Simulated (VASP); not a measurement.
# Si2BiTe2 (P-3m1) in VASP: notebook, part 2 of 2

VASP 6.6.1. Earlier steps stand in the parts before.

### Step 3. Single point, PBE

This run uses another cell than the first one, of 30.04 Å³/atom, 1.017 times its volume.

INCAR

```
ALGO = Normal ; EDIFF = 1E-7
ENCUT = 520 ; GGA = PE
ISIF = 2 ; ISMEAR = 0
LASPH = T ; LCHARG = F
LREAL = F ; LWAVE = F
NBANDS = 26 ; NELM = 100
PREC = Accurate ; SIGMA = 0.1
```

KPOINTS

```
k-points
0
Gamma
  6 6 2
```

POSCAR

```
Si2BiTe2
1.0
    4.6826785100      0.0000000000      0.0000000000
   -2.3413392600      4.0553185500      0.0000000000
    0.0000000000      0.0000000000      7.9098787900
Si Bi Te
2 1 2
Direct
    0.6666666700      0.3333333300      0.3703289900
    0.3333333300      0.6666666700      0.6296710100
    0.0000000000      0.0000000000      0.0000000000
    0.6666666700      0.3333333300      0.7460269900
    0.3333333300      0.6666666700      0.2539730100
```

Potentials or basis: VASP PAW PBE potentials, release 64 (Si, Bi_d, Te).

The run is started by

```sh
$ cat potpaw_PBE.64/Si/POTCAR potpaw_PBE.64/Bi_d/POTCAR potpaw_PBE.64/Te/POTCAR > POTCAR
$ mpirun -np 1 vasp_std > vasp.out
```

OUTCAR:

```text
EDIFF = 1E-7
   ENCUT = 520
   GGA = PE
   ISIF = 2
   ISMEAR = 0
   LASPH = T
   LREAL = F
   NELM = 100
   PREC = Accurate

 ion  position               nearest neighbor table
   1  0.667  0.333  0.370-   5 2.86   5 2.86   5 2.86   4 2.97
   2  0.333  0.667  0.630-   4 2.86   4 2.86   4 2.86   5 2.97
   3  0.000  0.000  0.000-   4 3.37   5 3.37   4 3.37   5 3.37   4 3.37   5 3.37
   4  0.667  0.333  0.746-   2 2.86   2 2.86   2 2.86   1 2.97   3 3.37   3 3.37   3 3.37
   5  0.333  0.667  0.254-   1 2.86   1 2.86   1 2.86   2 2.97   3 3.37   3 3.37   3 3.37

  LATTYP: Found a hexagonal cell.
 ALAT       =     4.6826785100
 C/A-ratio  =     1.6891782712

  Lattice vectors:

 A1 = (   4.6826785100,   0.0000000000,   0.0000000000)
 A2 = (  -2.3413392600,   4.0553185500,   0.0000000000)
 A3 = (   0.0000000000,   0.0000000000,   7.9098787900)

Analysis of symmetry for initial positions (statically):
=====================================================================
 Subroutine PRICEL returns:
 Original cell was already a primitive cell.

 Routine SETGRP: Setting up the symmetry group for a
 hexagonal supercell.

 Subroutine GETGRP returns: Found 12 space group operations
 (whereof 12 operations were pure point group operations)
 out of a pool of 24 trial point group operations.

The static configuration has the point symmetry D_3d.

Analysis of symmetry for dynamics (positions and initial velocities):
=====================================================================
 Subroutine PRICEL returns:
 Original cell was already a primitive cell.

 Routine SETGRP: Setting up the symmetry group for a
 hexagonal supercell.

 Subroutine GETGRP returns: Found 12 space group operations
 (whereof 12 operations were pure point group operations)
 out of a pool of 24 trial point group operations.

The dynamic configuration has the point symmetry D_3d.

 Subroutine INISYM returns: Found 12 space group operations
[... 111 lines left out ...]
     AMIX     =   0.40;   BMIX     =  1.00
     AMIX_MAG =   1.60;   BMIX_MAG =  1.00
  volume/ion in A,a.u.               =      30.04       202.73
  Fermi-wavevector in a.u.,A,eV,Ry     =   1.007398  1.903706 13.807885  1.014851
  Thomas-Fermi vector in A             =   2.140200
   LORBIT       =      0    0 simple, 1 ext, 2 COOP (PROOUT), +10 PAW based schemes
   GGA     = PE    functional components
   LHFCALC =     F    Hartree Fock is set to
   AEXX    =    0.0000 exact exchange contribution
   IVDW    =     0    specifies the selected vdW correction
   LEPSILON=     F    determine dielectric tensor
   LRPA    =     F    only Hartree local field effects (RPA)
 non-spin polarized calculation
 Gauss-broadening in eV      SIGMA  =   0.10
  energy-cutoff  :      520.00
  volume of cell :      150.21
 maximum number of plane-waves:      4080
 NGX is ok and might be reduce to    36
   NGX = 17   NGY = 17   NGZ = 29

 number of electron      35.0000008 magnetization

 Free energy of the ion-electron system (eV)
  ---------------------------------------------------
  ext. energy  EPLUGINS =         0.00000000
  ---------------------------------------------------
  free energy    TOTEN  =       -18.03115967 eV

  energy without entropy =      -18.01479821  energy(sigma->0) =      -18.02297894

 E-fermi :   6.0467     XC(G=0):  -9.1841

 val. band max:        6.0003236838   @ k =   0.3333   0.1667   0.5000
 cond. band min:       6.0545581388   @ k =   0.1667   0.1667   0.0000
 fundamental gap:      0.0542344549
 Fermi energy:         6.0467376868

 k-point     1 :       0.0000    0.0000    0.0000
  band No.  band energies     occupation
      1     -16.7826      2.00000
      2     -16.7826      2.00000
      3     -16.7658      2.00000
      4     -16.7658      2.00000
      5     -16.7601      2.00000
      6      -7.3099      2.00000
[... 395 lines left out ...]
     25      10.2282      0.00000
     26      11.5441      0.00000

------------------------ aborting loop because EDIFF is reached ----------------------------------------

  FORCE on cell =-STRESS in cart. coord.  units (eV):
  Direction    XX          YY          ZZ          XY          YZ          ZX
  --------------------------------------------------------------------------------------
  -------------------------------------------------------------------------------------
  Total        0.3297915      0.3297915     -1.3414625     -0.0000000      0.0000000      0.0000000
  in kB        3.5177165      3.5177165    -14.3086934     -0.0000000      0.0000000      0.0000000
  external PRESSURE =      -2.4244201 kB  Pullay stress =       0.0000000 kB

 VOLUME and BASIS-vectors are now :
 -----------------------------------------------------------------------------
  energy-cutoff  :      520.00
  volume of cell :      150.21
      direct lattice vectors                 reciprocal lattice vectors
     4.682678510  0.000000000  0.000000000     0.213552991  0.123294877  0.000000000
    -2.341339260  4.055318550  0.000000000     0.000000000  0.246589753  0.000000000
     0.000000000  0.000000000  7.909878790     0.000000000  0.000000000  0.126424188

 POSITION                                       TOTAL-FORCE (eV/Angst)
 -----------------------------------------------------------------------------------
      2.34134      1.35177      2.92926        -0.000000      0.000000      0.514890
     -0.00000      2.70355      4.98062         0.000000      0.000000     -0.514890
      0.00000      0.00000      0.00000        -0.000000      0.000000     -0.000000
      2.34134      1.35177      5.90098        -0.000000      0.000000      0.084853
     -0.00000      2.70355      2.00890         0.000000      0.000000     -0.084853
 -----------------------------------------------------------------------------------
    total drift:                               -0.000000     -0.000000      0.000000

  FREE ENERGIE OF THE ION-ELECTRON SYSTEM (eV)
  ---------------------------------------------------
  free  energy   TOTEN  =       -18.0311596710 eV

  energy  without entropy=      -18.0147982064  energy(sigma->0) =      -18.02297894
```

Run time: 44 s. Hardware: 1 thread of Intel Xeon Platinum 8259CL at 2.50GHz (Skylake/Cascade Lake), shared host; peak memory 0.28 GiB.

Results:

```yaml
Free_energy: -18.0312 eV
Pressure: -0.2 GPa
Largest_force: 0.515 eV/Å
```

Forces in eV/Å, atoms in the order of the input:
```
Si   0.000  0.000  0.515
Si   0.000  0.000 -0.515
Bi   0.000  0.000  0.000
Te   0.000  0.000  0.085
Te   0.000  0.000 -0.085
```

Caveat: the k points lie up to 0.40 Å⁻¹ apart; spin-orbit coupling is left out, which moves the levels of the heavy elements.
